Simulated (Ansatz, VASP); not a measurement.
## TiC8: VASP beside Ansatz

```
CELL_PARAMETERS angstrom
0.00000 0.00000 3.63823
5.00104 0.00000 0.00000
-2.50052 4.33102 0.00000
ATOMIC_POSITIONS crystal
Ti 0.50000 0.00000 0.00000
C 0.00000 0.33333 0.66667
C 0.00000 0.33662 0.16831
C 0.00000 0.83169 0.66338
C 0.00000 0.83169 0.16831
C 0.00000 0.16831 0.83169
C 0.00000 0.16831 0.33662
C 0.00000 0.66338 0.83169
C 0.00000 0.66667 0.33333
```

Alike in both runs: task single point; functional PBE; dispersion D3(BJ); k mesh 6 × 6 × 6; occupations gaussian, width 0.2 eV; no spin polarisation.

```csv
,VASP,Ansatz
version,VASP 6.6.1,Ansatz 0.2.0
potentials or method,"VASP PAW PBE potentials, release 64 (Ti_sv, C), cutoff 520 eV","scalar-relativistic, plane waves, PAW"
valence electrons in the cell,44,44
```

VASP gave:

- gap on the k mesh at the Fermi level (eV): none
- pressure (GPa): 0.5
- traceless stress, the component that is largest in VASP (GPa): -0.40
- rms of the force components (eV/Å): 0.001

Q: What did Ansatz give for the same quantities?

A: gap on the k mesh at the Fermi level (eV): none; pressure (GPa): 0.0; traceless stress, the component that is largest in VASP (GPa): -0.05; rms of the force components (eV/Å): 0.005.

Atom by atom the forces differ by 0.006 eV/Å (rms over components). A gap of «none» marks a metal or a gap that the smearing closes.
